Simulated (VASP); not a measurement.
# KCl (Cmmm) in VASP: a series of runs

The runs below take KCl through single point, with PBE, r2SCAN.

Everything below comes from runs of VASP 6.6.1. Logs are shortened: lines on timing, memory, paths and dates and some standing lists are left out, and cuts for length are marked.

## (1) The cell of the first run

It takes space group Cmmm (No. 65, orthorhombic). Conventional cell: a = 5.218 Å, b = 5.448 Å, c = 3.771 Å, α = 90.00°, β = 90.00°, γ = 90.00°. K (site symmetry mmm) has 8 Cl at 3.22 to 3.31 Å and 6 K at 3.77 Å within 4.2 Å. Within 4.2 Å of Cl (site symmetry mmm) lie 8 K at 3.22 to 3.31 Å and 6 Cl at 3.77 Å.

## (2) Single point, PBE (shear xy strain +4.3%)

INCAR

```
SYSTEM = KCl
  PREC = Accurate
  ENCUT = 520
  EDIFF = 1E-7
  ISMEAR = -1
  SIGMA = 0.02
  LREAL = .False.
  LASPH = .True.
  NELM = 80
  ALGO = Normal
  ISIF = 2
  LWAVE = .False.
  LCHARG = .False.
  GGA = PE
  NBANDS = 15
```

KPOINTS

```
Automatic mesh
0
Gamma
  8 8 8
  0 0 0
```

POSCAR

```
KCl
1.0
    3.7711682906      0.0812686767      0.0000000000
    0.0812686767      3.7711682906      0.0000000000
    0.0000000000      0.0000000000      3.7711682906
K Cl
1 1
Direct
    0.0000000000      0.0000000000      0.0000000000
    0.5000000000      0.5000000000      0.5000000000
```

Potentials or basis: VASP PAW PBE potentials, release 64 (K_sv, Cl).

Run with:

```console
cat potpaw_PBE.64/K_sv/POTCAR potpaw_PBE.64/Cl/POTCAR > POTCAR
mpirun -np 1 vasp_std > vasp.out
```

OUTCAR:

```text
SYSTEM = KCl
   PREC = Accurate
   ENCUT = 520
   EDIFF = 1E-7
   ISMEAR = -1
   LREAL = .False.
   LASPH = .True.
   NELM = 80
   ISIF = 2
   GGA = PE

 ion  position               nearest neighbor table
   1  0.000  0.000  0.000-   2 3.22   2 3.22   2 3.22   2 3.22
   2  0.500  0.500  0.500-   1 3.22   1 3.22   1 3.22   1 3.22

  LATTYP: Found a base centered orthorhombic cell.
 ALAT       =     5.2183060778
 B/A-ratio  =     1.0440492616
 C/A-ratio  =     0.7226805470

  Lattice vectors:

 A1 = (  -0.0812686767,  -3.7711682906,   0.0000000000)
 A2 = (   3.7711682906,   0.0812686767,   0.0000000000)
 A3 = (   0.0000000000,   0.0000000000,   3.7711682906)

Analysis of symmetry for initial positions (statically):
=====================================================================
 Subroutine PRICEL returns:
 Original cell was already a primitive cell.

 Routine SETGRP: Setting up the symmetry group for a
 base centered orthorhombic supercell.

 Subroutine GETGRP returns: Found  8 space group operations
 (whereof  8 operations were pure point group operations)
 out of a pool of  8 trial point group operations.

The static configuration has the point symmetry D_2h.

Analysis of symmetry for dynamics (positions and initial velocities):
=====================================================================
 Subroutine PRICEL returns:
 Original cell was already a primitive cell.

 Routine SETGRP: Setting up the symmetry group for a
 base centered orthorhombic supercell.

 Subroutine GETGRP returns: Found  8 space group operations
 (whereof  8 operations were pure point group operations)
 out of a pool of  8 trial point group operations.

The dynamic configuration has the point symmetry D_2h.

 Subroutine INISYM returns: Found  8 space group operations
 (whereof  8 operations are pure point group operations),
 and found     1 'primitive' translations

----------------------------------------------------------------------------------------

                                     Primitive cell

  volume of cell :      53.6076

  direct lattice vectors                    reciprocal lattice vectors
     3.771168291  0.081268677  0.000000000     0.265293018 -0.005717065  0.000000000
     0.081268677  3.771168291  0.000000000    -0.005717065  0.265293018  0.000000000
     0.000000000  0.000000000  3.771168291     0.000000000  0.000000000  0.265169816

  length of vectors
     3.772043859  3.772043859  3.771168291     0.265354613  0.265354613  0.265169816

  position of ions in fractional coordinates (direct lattice)
     0.000000000  0.000000000  0.000000000
     0.500000000  0.500000000  0.500000000

  ion indices of the primitive-cell ions
   primitive index   ion index
                 1           1
                 2           2

----------------------------------------------------------------------------------------

 KPOINTS: Automatic mesh

Automatic generation of k-mesh.
 Grid dimensions read from file:
 generate k-points for:    8    8    8

 Generating k-lattice:

  Cartesian coordinates                     Fractional coordinates (reciprocal lattice)
     0.033161627 -0.000714633  0.000000000     0.125000000  0.000000000  0.000000000
    -0.000714633  0.033161627  0.000000000     0.000000000  0.125000000  0.000000000
     0.000000000  0.000000000  0.033146227     0.000000000  0.000000000  0.125000000

  Length of vectors
     0.033169327  0.033169327  0.033146227

  Shift w.r.t. Gamma in fractional coordinates (k-lattice)
     0.000000000  0.000000000  0.000000000

 Subroutine IBZKPT returns following result:
 ===========================================

 Found    105 irreducible k-points:

 Following reciprocal coordinates:
            Coordinates               Weight
  0.000000  0.000000  0.000000      1.000000
  0.125000  0.000000  0.000000      4.000000
  0.250000  0.000000  0.000000      4.000000
  0.375000  0.000000  0.000000      4.000000
  0.500000  0.000000  0.000000      2.000000
  0.125000  0.125000  0.000000      2.000000
[... 16 lines left out ...]
  0.125000  0.000000  0.125000      8.000000
  0.250000  0.000000  0.125000      8.000000
 [... further k-points ...]
   k-points           NKPTS =    105   k-points in BZ     NKDIM =    105   number of bands    NBANDS=     15
   number of dos      NEDOS =    301   number of ions     NIONS =      2
   total plane-waves  NPLWV =  21952
   dimension x,y,z NGX =    28 NGY =   28 NGZ =   28
   dimension x,y,z NGXF=    56 NGYF=   56 NGZF=   56
   ions per type =               1   1
   NGX,Y,Z   is equivalent  to a cutoff of  12.34, 12.34, 12.34 a.u.
   NGXF,Y,Z  is equivalent  to a cutoff of  24.68, 24.68, 24.69 a.u.
 SYSTEM =  KCl
   PREC   = accura    normal or accurate (medium, high low for compatibility)
   ISTART =      0    job   : 0-new  1-cont  2-samecut
   ICHARG =      2    charge: 1-file 2-atom 10-const
   ISPIN  =      1    spin polarized calculation?
   LNONCOLLINEAR =      F non collinear calculations
   LSORBIT =      F    spin-orbit coupling
   LASPH  =      T    aspherical Exc in radial PAW
   ENCUT  =  520.0 eV  38.22 Ry    6.18 a.u.   7.01  7.01  7.01*2*pi/ulx,y,z
   NELM   =     80;   NELMIN=  2; NELMDL= -5     # of ELM steps
   EDIFF  = 0.1E-06   stopping-criterion for ELM
   LREAL  =      F    real-space projection
   EDIFFG = 0.1E-05   stopping-criterion for IOM
   NSW    =      0    number of steps for IOM
   IBRION =     -1    ionic relax: 0-MD 1-quasi-New 2-CG
   NFREE  =      0    steps in history (QN), initial steepest desc. (CG)
   ISIF   =      2    stress and relaxation
   ISYM   =      2    0-nonsym 1-usesym 2-fastsym
   POTIM  = 0.5000    time-step for ionic-motion
   TEBEG  =    0.0;   TEEND  =   0.0 temperature during run
   PSTRESS=    0.0 pullay stress
   NELECT =      16.0000    total number of electrons
   NUPDOWN=      -1.0000    fix difference up-down
   EMIN   =  10.00;   EMAX   =-10.00  energy-range for DOS
   EFERMI =   0.00;   METHOD = LEGACY
   ISMEAR =    -1;   SIGMA  =   0.02  broadening in eV -4-tet -1-fermi 0-gaus
   EFERMI_NEDOS =   21; number of points for ismear=-14 and -15
   IALGO  =     38    algorithm
   IMIX   =      4    mixing-type and parameters
     AMIX     =   0.40;   BMIX     =  1.00
     AMIX_MAG =   1.60;   BMIX_MAG =  1.00
  volume/ion in A,a.u.               =      26.80       180.88
  Fermi-wavevector in a.u.,A,eV,Ry     =   1.094056  2.067466 16.285605  1.196958
  Thomas-Fermi vector in A             =   2.230353
   LORBIT       =      0    0 simple, 1 ext, 2 COOP (PROOUT), +10 PAW based schemes
   GGA     = PE    functional components
   LHFCALC =     F    Hartree Fock is set to
   AEXX    =    0.0000 exact exchange contribution
   IVDW    =     0    specifies the selected vdW correction
   LEPSILON=     F    determine dielectric tensor
   LRPA    =     F    only Hartree local field effects (RPA)
 non-spin polarized calculation
  energy-cutoff  :      520.00
  volume of cell :       53.61
 maximum number of plane-waves:      1458
   NGX = 15   NGY = 15   NGZ = 15

 number of electron      16.0000003 magnetization

 Free energy of the ion-electron system (eV)
  ---------------------------------------------------
  ext. energy  EPLUGINS =         0.00000000
  ---------------------------------------------------
  free energy    TOTEN  =        -6.64279314 eV

  energy without entropy =       -6.64279314  energy(sigma->0) =       -6.64279314

 E-fermi :  -0.0854     XC(G=0):  -8.3067

 val. band max:       -0.5632116982   @ k =   0.5000   0.5000   0.0000
 cond. band min:       4.4696289176   @ k =   0.0000   0.0000   0.0000
 fundamental gap:      5.0328406158
 Fermi energy:        -0.0854009290

 k-point     1 :       0.0000    0.0000    0.0000
  band No.  band energies     occupation
      1     -28.5270      2.00000
      2     -13.2327      2.00000
      3     -11.9052      2.00000
      4     -11.9028      2.00000
      5     -11.9020      2.00000
      6      -0.7966      2.00000
      7      -0.7758      2.00000
      8      -0.7521      2.00000
      9       4.4696      0.00000
     10       5.9587      0.00000
     11       5.9713      0.00000
     12      10.0991      0.00000
     13      10.1943      0.00000
     14      10.3543      0.00000
     15      13.3124      0.00000

 k-point     2 :       0.1250    0.0000    0.0000
  band No.  band energies     occupation
      1     -28.5235      2.00000
      2     -13.2602      2.00000
      3     -11.8994      2.00000
      4     -11.8974      2.00000
      5     -11.8813      2.00000
      6      -1.0917      2.00000
      7      -0.7790      2.00000
      8      -0.7763      2.00000
      9       4.8489      0.00000
     10       6.0954      0.00000
     11       6.3109      0.00000
     12      10.1117      0.00000
     13      10.1382      0.00000
     14      10.3595      0.00000
     15      12.6852      0.00000

 k-point     3 :       0.2500    0.0000    0.0000
  band No.  band energies     occupation
      1     -28.5151      2.00000
      2     -13.3279      2.00000
      3     -11.8909      2.00000
      4     -11.8843      2.00000
      5     -11.8212      2.00000
      6      -1.7288      2.00000
      7      -0.7873      2.00000
      8      -0.7864      2.00000
      9       5.7259      0.00000
     10       6.4806      0.00000
     11       7.1408      0.00000
     12      10.0522      0.00000
     13      10.0729      0.00000
     14      10.5149      0.00000
     15      11.4274      0.00000
[... 343 lines left out ...]
 k-point    23 :       0.1250    0.0000    0.1250
  band No.  band energies     occupation
      1     -28.5201      2.00000
      2     -13.2725      2.00000
      3     -11.9421      2.00000
      4     -11.8935      2.00000
      5     -11.8307      2.00000
      6      -1.1652      2.00000
      7      -0.9800      2.00000
      8      -0.7733      2.00000
      9       5.1799      0.00000
     10       6.3181      0.00000
     11       6.5329      0.00000
     12       9.8690      0.00000
     13      10.0555      0.00000
     14      10.5379      0.00000
     15      12.6984      0.00000

 k-point    24 :       0.2500    0.0000    0.1250
  band No.  band energies     occupation
      1     -28.5117      2.00000
      2     -13.3085      2.00000
      3     -11.9572      2.00000
      4     -11.8831      2.00000
      5     -11.7883      2.00000
      6      -1.6948      2.00000
      7      -1.0091      2.00000
      8      -0.7711      2.00000
      9       5.9429      0.00000
     10       6.6675      0.00000
     11       7.2993      0.00000
     12       9.6525      0.00000
     13       9.8375      0.00000
     14      10.6459      0.00000
     15      11.8528      0.00000

 [... further k-points ...]
[... 5 lines left out ...]
  --------------------------------------------------------------------------------------
  -------------------------------------------------------------------------------------
  Total        0.3853796      0.3853796      0.3889323     -0.1033354      0.0000000      0.0000000
  in kB       11.5178986     11.5178986     11.6240793     -3.0884017      0.0000000      0.0000000
  external PRESSURE =      11.5532922 kB  Pullay stress =       0.0000000 kB

 VOLUME and BASIS-vectors are now :
 -----------------------------------------------------------------------------
  energy-cutoff  :      520.00
  volume of cell :       53.61
      direct lattice vectors                 reciprocal lattice vectors
     3.771168291  0.081268677  0.000000000     0.265293018 -0.005717065  0.000000000
     0.081268677  3.771168291  0.000000000    -0.005717065  0.265293018  0.000000000
     0.000000000  0.000000000  3.771168291     0.000000000  0.000000000  0.265169816

 POSITION                                       TOTAL-FORCE (eV/Angst)
 -----------------------------------------------------------------------------------
      0.00000      0.00000      0.00000        -0.000000      0.000000      0.000000
      1.92622      1.92622      1.88558         0.000000      0.000000      0.000000
 -----------------------------------------------------------------------------------
    total drift:                                0.000000      0.000000      0.000000

  FREE ENERGIE OF THE ION-ELECTRON SYSTEM (eV)
  ---------------------------------------------------
  free  energy   TOTEN  =        -6.6427931434 eV

  energy  without entropy=       -6.6427931434  energy(sigma->0) =       -6.64279314
```

Wall time 63 s (1 thread of Intel Xeon Platinum 8488C (Sapphire Rapids), shared host); peak memory 0.21 GiB.

What came out:

```yaml
Free_energy: -6.6428 eV
Pressure: 1.2 GPa
Band_gap_on_the_k_mesh: 5.03 eV, indirect (least direct gap 5.22 eV)
```

Caveat: the cell differs from its parent crystal (shear xy strain +4.3%).

## (3) Single point, r2SCAN (shear xy strain +4.3%)

POSCAR is that of step 2.

INCAR.step1

```
SYSTEM = KCl
  PREC = Accurate
  ENCUT = 520
  ISMEAR = 0
  SIGMA = 0.01
  LREAL = .FALSE.
  LASPH = .TRUE.
  NELM = 60
  NBANDS = 15
  GGA = PE
  ALGO = Normal
  EDIFF = 1E-4
  LWAVE = .TRUE.
  LCHARG = .FALSE.
```

INCAR.step2

```
SYSTEM = KCl
  PREC = Accurate
  ENCUT = 520
  EDIFF = 1E-7
  ISMEAR = 0
  SIGMA = 0.01
  LREAL = .FALSE.
  LASPH = .TRUE.
  NELM = 60
  ALGO = Normal
  ISIF = 2
  LWAVE = .FALSE.
  LCHARG = .TRUE.
  METAGGA = R2SCAN
  LMIXTAU = .TRUE.
  LELF = .TRUE.
  LVHAR = .TRUE.
  NBANDS = 15
  ISTART = 1
```

KPOINTS

```
Automatic mesh
0
G
  8 8 8
  0 0 0
```

Potentials or basis: VASP PAW PBE potentials, release 64 (K_sv, Cl).

Run with:

```console
cat potpaw_PBE.64/K_sv/POTCAR potpaw_PBE.64/Cl/POTCAR > POTCAR
cp INCAR.step1 INCAR
mpirun -np 1 vasp_std > vasp.out
cp INCAR.step2 INCAR
mpirun -np 1 vasp_std > vasp.out
```

It took 3.6 min on 1 thread of Intel Xeon Platinum 8488C (Sapphire Rapids), shared host; peak memory 0.22 GiB.

Results (log left out):

```yaml
Free_energy: -16.4051 eV
Pressure: 0.0 GPa
Band_gap_on_the_k_mesh: 5.81 eV, indirect (least direct gap 6.00 eV)
```

Stress tensor (GPa, compression positive):
```
 0.01 -0.36  0.00
-0.36  0.01  0.00
 0.00  0.00  0.02
```

Levels at points of the mesh, in eV from the valence-band top:
```csv
k point,band 4,band 5,band 6,band 7,band 8,band 9,band 10,band 11,band 12,band 13
"(0.00, 0.00, 0.00)",-11.69,-11.69,-0.24,-0.22,-0.19,5.81,7.09,7.11,11.48,11.57
"(0.50, 0.00, 0.00)",-11.65,-11.53,-1.90,-0.24,-0.24,8.57,8.73,9.31,10.84,11.52
"(0.50, 0.50, 0.00)",-11.93,-11.62,-1.34,-1.25,0.00,6.87,8.10,9.71,9.76,12.47
"(0.00, 0.00, 0.50)",-11.65,-11.55,-1.90,-0.30,-0.17,8.57,8.74,9.30,10.85,11.33
"(0.50, 0.00, 0.50)",-11.94,-11.62,-1.29,-1.29,0.00,6.86,8.08,9.74,9.75,12.68
"(0.50, 0.50, 0.50)",-11.87,-11.86,-1.47,-1.45,-1.44,9.45,9.68,9.92,10.78,10.97
```

Caveat: the cell differs from its parent crystal (shear xy strain +4.3%); the PAW data sets were made with another functional, which shifts forces and pressure a little.
